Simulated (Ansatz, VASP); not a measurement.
**ZnS: VASP beside Ansatz**

The input INCAR:

```
ALGO = Normal
EDIFF = 1E-6
ENCUT = 500
GGA = PS
GGA_COMPAT = F
ISIF = 2
ISMEAR = -1
LASPH = T
LCHARG = F
LREAL = F
LWAVE = F
NBANDS = 16
NELM = 120
PREC = Accurate
SIGMA = 0.05
```

File KPOINTS:

```
k-points
0
Gamma
  7 7 7
```

File POSCAR:

```
ZnS
1.0
    0.0000000000      2.7560400000      2.7020000000
    2.7560400000      0.0000000000      2.7020000000
    2.7560400000      2.7560400000      0.0000000000
Zn S
1 1
Direct
    0.7500000000      0.7500000000      0.7500000000
    0.0000000000      0.0000000000      0.0000000000
```

Contents of input.yaml:

```yaml
crystal:
  lattice:
    - [0.0, 2.75604, 2.702]
    - [2.75604, 0.0, 2.702]
    - [2.75604, 2.75604, 0.0]
  atoms:
    - { symbol: Zn, position: [0.75, 0.75, 0.75] }
    - { symbol: S, position: [0.0, 0.0, 0.0] }
hamiltonian:
  xc: pbesol
  pseudopotentials: { kind: paw }
kpoints:
  mp_grid: { grid: [7, 7, 7] }
  band_path:
    path:
      - [[0.0, 0.0, 0.0], [0.0, 0.5, 0.5], [0.2601, 0.5, 0.7601], [0.38005, 0.38005, 0.7601], [0.0, 0.0, 0.0], [-0.5, -0.5, 0.0], [-0.38005, -0.38005, 0.2399], [0.0, 0.0, 0.5], [-0.25, 0.25, 0.5], [-0.5, -0.2601, 0.2399], [-0.5, -0.5, 0.0]]
      - [[0.0, 0.5, 0.5], [-0.25, 0.25, 0.5]]
    npoints: 14
scf:
  occupations: { method: fermi_dirac, width: 0.05 }
  n_extra_bands: 6
output:
  forces: true
  stress: true
  eigenvalues: true
  fatbands: false
```

Alike in both runs: functional PBEsol; k mesh 7 × 7 × 7; occupations fermi-dirac, width 0.05 eV; no spin polarisation.

|  | VASP | Ansatz |
| --- | --- | --- |
| version | VASP 6.6.1 | Ansatz 0.2.0 |
| potentials or method | VASP PAW PBE potentials, release 64 (Zn, S) | Ansatz PAW |
| plane-wave cutoff (eV) | 500 | 420 |
| valence electrons in the cell | 18 | 18 |
| task | single point | band structure |

VASP gave:

* gap on the k mesh at the Fermi level (eV): 1.76
* least direct gap on the mesh (eV): 1.76
* pressure (GPa): -4.4
* traceless stress, the component that is largest in VASP (GPa): 0.56

Q: Estimate Ansatz's values.

A: gap on the k mesh at the Fermi level (eV): 1.76; least direct gap on the mesh (eV): 1.76; pressure (GPa): -4.5; traceless stress, the component that is largest in VASP (GPa): 0.56.

VASP's potentials were made for PBE, not for PBEsol.
